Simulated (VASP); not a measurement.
Set up this calculation in VASP 6.6.1, as the native input.

| Item | Value |
| --- | --- |
| Task | single point |
| Functional | PBEsol |
| Potentials or basis | VASP PAW PBE potentials, release 64 (K_sv, S) |
| Cutoff | 500 eV |
| k mesh | 6 × 6 × 6 |
| Occupations | gaussian, width 0.05 eV |
| Spin | no spin polarisation |
| Dipole correction | no |
| Further INCAR settings | ALGO = Normal; EDIFF = 1e-06; NBANDS = 19 |

The structure of K2S lies in POSCAR:

```
K2S
1.0
    0.0000000000      3.6437176459      3.6437176459
    3.6437176459      0.0000000000      3.6437176459
    3.6437176459      3.6437176459      0.0000000000
K S
2 1
Direct
    0.2500000000      0.2500000000      0.2500000000
    0.7500000000      0.7500000000      0.7500000000
    0.0000000000      0.0000000000      0.0000000000
```

These files were run (other wordings do the same):

INCAR

```
PREC = Accurate ; ENCUT = 500
EDIFF = 1E-6 ; ISMEAR = 0
SIGMA = 0.05 ; LREAL = False
LASPH = True ; NELM = 120
ALGO = Normal ; ISIF = 2
LWAVE = False ; LCHARG = False
GGA = PS ; NBANDS = 19
GGA_COMPAT = False
```

KPOINTS

```
Automatic mesh
0
Gamma
  6 6 6
```

Potentials or basis: VASP PAW PBE potentials, release 64 (K_sv, S).

The run is started by

```console
$ cat potpaw_PBE.64/K_sv/POTCAR potpaw_PBE.64/S/POTCAR > POTCAR
$ mpirun -np 1 vasp_std > vasp.out
```

Results of the run:

```json
{
  "Pressure": "0.5 GPa",
  "Band gap on the k mesh": "2.39 eV (least direct gap 2.64 eV)"
}
```

Caveat: the PAW data sets were made with another functional, which shifts forces and pressure a little.

Run time: 71 s on 1 thread of Intel Xeon 8259CL (shared host), peak memory 0.24 GiB.
